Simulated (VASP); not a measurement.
# SnSe2 (P-3m1) in VASP: further runs, part 2 of 2

VASP 6.6.1. Earlier steps stand in the parts before.

## Step 3: Single point, PBE

This run uses another cell than the first one, of 29.43 Å³/atom.

File INCAR:

```
SYSTEM = SnSe2
PREC = Accurate
ENCUT = 520
EDIFF = 1E-6
ISMEAR = 0
SIGMA = 0.1
LREAL = .False.
LASPH = .True.
NELM = 60
ALGO = Normal
ISIF = 2
LWAVE = .False.
LCHARG = .False.
GGA = PE
NBANDS = 20
```

File KPOINTS:

```
Automatic mesh
0
Gamma
  6 6 4
  0 0 0
```

File POSCAR:

```
SnSe2
1.0
    3.8759195007      0.0000000000      0.0000000000
   -1.9379597504      3.3566447506      0.0000000000
    0.0000000000      0.0000000000      6.7861686195
Sn Se
1 2
Direct
    0.0000000000      0.0000000000      0.0000000000
    0.3333333333      0.6666666667      0.2343330223
    0.6666666667      0.3333333333      0.7656669777
```

Potentials or basis: VASP PAW PBE potentials, release 64 (Sn_d, Se).

On the command line:

```
cat potpaw_PBE.64/Sn_d/POTCAR potpaw_PBE.64/Se/POTCAR > POTCAR
mpirun -np 1 vasp_std > vasp.out
```

Wall time 15 s (1 thread of Intel Xeon 6975P-C (Granite Rapids), shared host); peak memory 0.21 GiB.

The run converged. Its results:

```
Free energy            : -11.8628 eV
Pressure               : 0.2 GPa
Largest force          : 0.026 eV/Å
Band gap on the k mesh : 0.70 eV (least direct gap 1.11 eV)
```

Forces in eV/Å, atoms in the order of the input:
```
Sn   0.000  0.000  0.000
Se   0.000  0.000  0.026
Se   0.000  0.000 -0.026
```

Stress tensor (GPa, compression positive):
```
0.15 0.00 0.00
0.00 0.15 0.00
0.00 0.00 0.25
```

Levels at points of the mesh, in eV from the valence-band top:
```csv
k point,band 10,band 11,band 12,band 13,band 14,band 15,band 16,band 17
"(0.00, 0.00, 0.00)",-0.48,-0.39,-0.14,-0.14,1.04,3.07,4.59,4.59
"(0.50, 0.00, 0.00)",-2.43,-2.21,-0.83,-0.26,0.98,3.86,5.52,5.66
"(0.00, 0.00, 0.50)",-0.51,-0.51,-0.09,-0.09,2.05,2.99,4.48,4.48
"(0.50, 0.00, 0.50)",-2.15,-1.99,-0.63,-0.41,0.70,4.22,4.88,5.79
```

Caveat: semilocal functionals underestimate gaps, and a narrow one can read as zero; spin-orbit coupling is left out, which moves the levels of the heavy elements; this functional lacks dispersion, which binds layers or chains, so the pressure and a relaxed spacing across them are unreliable.

## Step 4: Relaxation of cell and atoms, PBE

File INCAR:

```
SYSTEM = SnSe2
  ALGO = Normal
  EDIFF = 1E-6
  EDIFFG = -0.04
  ENCUT = 600
  GGA = PE
  IBRION = 2
  ISIF = 3
  ISMEAR = 0
  LASPH = .TRUE.
  LCHARG = .FALSE.
  LREAL = .FALSE.
  LWAVE = .FALSE.
  NELM = 80
  NSW = 90
  PREC = Accurate
  SIGMA = 0.1
```

File KPOINTS:

```
k-points
0
G
  6 6 4
  0 0 0
```

File POSCAR:

```
SnSe2
1.0
    3.8109987000      0.0000000000      0.0000000000
   -1.9054993500      3.3004216900      0.0000000000
    0.0000000000      0.0000000000      6.1370000800
Sn Se
1 2
Direct
    0.0000000000      0.0000000000      0.0000000000
    0.3333333300      0.6666666700      0.2500000000
    0.6666666700      0.3333333300      0.7500000000
```

On the command line:

```
cat potpaw_PBE.64/Sn_d/POTCAR potpaw_PBE.64/Se/POTCAR > POTCAR
mpirun -np 1 vasp_std > vasp.out
```

It took 1.9 min on 1 thread of Intel Xeon 6975P-C (Granite Rapids), shared host; peak memory 0.23 GiB.

The run converged. Its results:

```
Free energy                           : -11.8610 eV
Relaxed volume                        : 29.19 Å³/atom
Relaxed cell                          : a = 3.883 Å, b = 3.883 Å, c = 6.704 Å, α = 90.00°, β = 90.00°, γ = 120.00°
Space group after relaxing (to 0.1 Å) : P-3m1 (No. 164)
Energy gained by relaxing             : 38.0 meV/atom
Ionic steps                           : 12
Pressure after relaxing               : 0.0 GPa
Largest force after relaxing          : 0.004 eV/Å
Band gap on the k mesh                : 0.71 eV (least direct gap 1.11 eV)
```

Forces on the atoms (eV/Å):
```
Sn   0.000  0.000  0.000
Se   0.000  0.000  0.004
Se   0.000  0.000 -0.004
```

Stress tensor (GPa, compression positive):
```
-0.07  0.00  0.00
 0.00 -0.07  0.00
 0.00  0.00  0.17
```

The path:
```tsv
step	energy change (eV)	largest force (eV/Å)	pressure (GPa)	volume (Å³)
1	0.0000	0.7269	5.40	77.19
2	-0.0383	0.6155	-3.15	87.30
3	-0.0986	0.0873	0.04	82.57
4	-0.0986	0.0734	0.15	82.46
5	-0.0997	0.0735	0.12	82.63
6	-0.1025	0.0746	0.12	83.12
7	-0.1069	0.0750	0.12	84.12
8	-0.1112	0.0689	0.23	86.07
9	-0.1131	0.0602	-0.02	86.92
10	-0.1135	0.0539	-0.19	87.56
11	-0.1138	0.0273	0.09	87.56
12	-0.1139	0.0039	0.01	87.56
```

Final structure:
```
CELL_PARAMETERS angstrom
3.88349 0.00000 0.00000
-1.94174 3.36320 0.00000
0.00000 0.00000 6.70390
ATOMIC_POSITIONS crystal
Sn 0.00000 0.00000 0.00000
Se 0.33333 0.66667 0.23718
Se 0.66667 0.33333 0.76282
```

Levels at points of the mesh, in eV from the valence-band top:
```csv
k point,band 10,band 11,band 12,band 13,band 14,band 15,band 16,band 17
"(0.00, 0.00, 0.00)",-0.48,-0.32,-0.15,-0.15,1.00,3.06,4.58,4.58
"(0.50, 0.00, 0.00)",-2.44,-2.21,-0.85,-0.25,1.00,3.85,5.48,5.66
"(0.00, 0.00, 0.50)",-0.52,-0.52,-0.09,-0.09,2.07,2.97,4.46,4.46
"(0.50, 0.00, 0.50)",-2.14,-1.95,-0.62,-0.42,0.71,4.23,4.87,5.82
```

Caveat: semilocal functionals underestimate gaps, and a narrow one can read as zero; spin-orbit coupling is left out, which moves the levels of the heavy elements; this functional lacks dispersion, which binds layers or chains, so the pressure and a relaxed spacing across them are unreliable. Zero-point motion and thermal expansion aren't in these numbers.

## Step 5: Single point, PBE (26.61 Å³/atom)

This run uses another cell than the first one, of 26.61 Å³/atom.

File INCAR:

```
SYSTEM = SnSe2
PREC = Accurate
ENCUT = 520
EDIFF = 1E-6
ISMEAR = 0
SIGMA = 0.02
LREAL = .FALSE.
LASPH = .TRUE.
NELM = 100
ALGO = Normal
ISIF = 2
LWAVE = .FALSE.
LCHARG = .FALSE.
GGA = PE
NBANDS = 20
```

File KPOINTS:

```
regular mesh
0
G
  12 12 4
  0 0 0
```

File POSCAR:

```
SnSe2
1.0
    3.8493249193      0.0000000000      0.0000000000
   -1.9246624597      3.3336131675      0.0000000000
    0.0000000000      0.0000000000      6.2213578779
Sn Se
1 2
Direct
    0.0000000000      0.0000000000      0.0000000000
    0.3333333333      0.6666666667      0.2565695081
    0.6666666667      0.3333333333      0.7434304919
```

On the command line:

```
cat potpaw_PBE.64/Sn_d/POTCAR potpaw_PBE.64/Se/POTCAR > POTCAR
mpirun -np 1 vasp_std > vasp.out
```

Run time: 42 s. Hardware: 1 thread of Intel Xeon 6975P-C (Granite Rapids), shared host; peak memory 0.26 GiB.

Results (log left out):

| Item | Value |
| --- | --- |
| Free energy | -11.8428 eV |
| Pressure | 1.4 GPa |
| Largest force | 0.008 eV/Å |
| Band gap on the k mesh | 0.65 eV (least direct gap 1.00 eV) |

Forces on the atoms (eV/Å):
```
Sn   0.000  0.000  0.000
Se   0.000  0.000  0.008
Se   0.000  0.000 -0.008
```

Stress tensor (GPa, compression positive):
```
1.45 0.00 0.00
0.00 1.45 0.00
0.00 0.00 1.35
```

Levels at points of the mesh, in eV from the valence-band top:
```
           k point  band 10  band 11  band 12  band 13  band 14  band 15  band 16  band 17
(0.00, 0.00, 0.00)    -0.57    -0.33    -0.33    -0.14     0.86     3.04     4.58     4.58
(0.50, 0.00, 0.00)    -2.90    -2.43    -1.32    -0.28     1.11     3.67     5.16     5.30
(0.00, 0.00, 0.50)    -0.68    -0.68    -0.15    -0.15     2.36     2.92     4.31     4.31
(0.50, 0.00, 0.50)    -2.23    -1.98    -0.87    -0.71     0.65     4.07     4.65     5.79
```

Caveat: semilocal functionals underestimate gaps, and a narrow one can read as zero; spin-orbit coupling is left out, which moves the levels of the heavy elements; this functional lacks dispersion, which binds layers or chains, so the pressure and a relaxed spacing across them are unreliable.

## Step 6: Single point, PBE (27.52 Å³/atom)

This run uses another cell than the first one, of 27.52 Å³/atom.

File INCAR:

```
ALGO = Normal
EDIFF = 1E-7
ENCUT = 520
GGA = PE
ISIF = 2
ISMEAR = 0
LASPH = T
LCHARG = F
LREAL = F
LWAVE = F
NBANDS = 20
NELM = 80
PREC = Accurate
SIGMA = 0.02
```

File KPOINTS:

```
k-points
0
Gamma
  12 12 4
```

File POSCAR:

```
SnSe2
1.0
    3.8574321128      0.0000000000      0.0000000000
   -1.9287160564      3.3406342030      0.0000000000
    0.0000000000      0.0000000000      6.4064355845
Sn Se
1 2
Direct
    0.0000000000      0.0000000000      0.0000000000
    0.3333333333      0.6666666667      0.2492177531
    0.6666666667      0.3333333333      0.7507822469
```

Potentials or basis: VASP PAW PBE potentials, release 64 (Sn_d, Se).

On the command line:

```
cat potpaw_PBE.64/Sn_d/POTCAR potpaw_PBE.64/Se/POTCAR > POTCAR
mpirun -np 1 vasp_std > vasp.out
```

Wall time 44 s (1 thread of Intel Xeon 6975P-C (Granite Rapids), shared host); peak memory 0.26 GiB.

Results (log left out):

```
Free energy            : -11.8602 eV
Pressure               : 0.8 GPa
Largest force          : 0.008 eV/Å
Band gap on the k mesh : 0.69 eV (least direct gap 1.13 eV)
```

Forces in eV/Å, atoms in the order of the input:
```
Sn   0.000  0.000  0.000
Se   0.000  0.000  0.008
Se   0.000  0.000 -0.008
```

Stress tensor (GPa, compression positive):
```
0.86 0.00 0.00
0.00 0.86 0.00
0.00 0.00 0.75
```

Levels at points of the mesh, in eV from the valence-band top:
| k point | band 10 | band 11 | band 12 | band 13 | band 14 | band 15 | band 16 | band 17 |
| --- | --- | --- | --- | --- | --- | --- | --- | --- |
| (0.00, 0.00, 0.00) | -0.48 | -0.20 | -0.20 | -0.19 | 0.96 | 3.11 | 4.63 | 4.63 |
| (0.50, 0.00, 0.00) | -2.68 | -2.28 | -1.09 | -0.23 | 1.10 | 3.78 | 5.34 | 5.49 |
| (0.00, 0.00, 0.50) | -0.56 | -0.56 | -0.08 | -0.08 | 2.30 | 3.00 | 4.43 | 4.43 |
| (0.50, 0.00, 0.50) | -2.15 | -1.94 | -0.73 | -0.54 | 0.69 | 4.18 | 4.75 | 5.83 |

Caveat: semilocal functionals underestimate gaps, and a narrow one can read as zero; spin-orbit coupling is left out, which moves the levels of the heavy elements; this functional lacks dispersion, which binds layers or chains, so the pressure and a relaxed spacing across them are unreliable. A k mesh can miss the band edges.

## Step 7: The runs side by side

| task | cell | k mesh | cutoff (eV) | smearing | gap on the mesh (eV) | pressure (GPa) | largest force (eV/Å) |
| --- | --- | --- | --- | --- | --- | --- | --- |
| single point | a = 3.811, b = 3.811, c = 6.137 Å, angles 90.0, 90.0, 120.0°, 3 atoms, atomic positions A | 6 × 6 × 4 | 520 | gaussian 0.1 eV | 0.82 | 5.4 | 0.73 |
| single point | a = 3.876, b = 3.876, c = 6.786 Å, angles 90.0, 90.0, 120.0°, 3 atoms, atomic positions B | 6 × 6 × 4 | 520 | gaussian 0.1 eV | 0.70 | 0.2 | 0.03 |
| relaxation of cell and atoms | relaxed from a = 3.811, b = 3.811, c = 6.137 Å, angles 90.0, 90.0, 120.0°, 3 atoms, atomic positions A | 6 × 6 × 4 | 600 | gaussian 0.1 eV | 0.71 | 0.0 | - |
| single point | a = 3.849, b = 3.849, c = 6.221 Å, angles 90.0, 90.0, 120.0°, 3 atoms, atomic positions C | 12 × 12 × 4 | 520 | gaussian 0.02 eV | 0.65 | 1.4 | 0.01 |
| single point | a = 3.857, b = 3.857, c = 6.406 Å, angles 90.0, 90.0, 120.0°, 3 atoms, atomic positions D | 12 × 12 × 4 | 520 | gaussian 0.02 eV | 0.69 | 0.8 | 0.01 |

Alike in all rows: level PBE; potentials or basis VASP PAW PBE potentials, release 64 (Sn_d, Se); no spin polarisation.

Caveats: spin-orbit coupling is left out, which moves the levels of the heavy elements; this functional lacks dispersion, which binds layers or chains, so the pressure and a relaxed spacing across them are unreliable; semilocal functionals underestimate gaps, and a narrow one can read as zero (at least some runs); the cell stands under pressure (at least some runs).

Absolute energies hang on the potentials; compare differences alone.
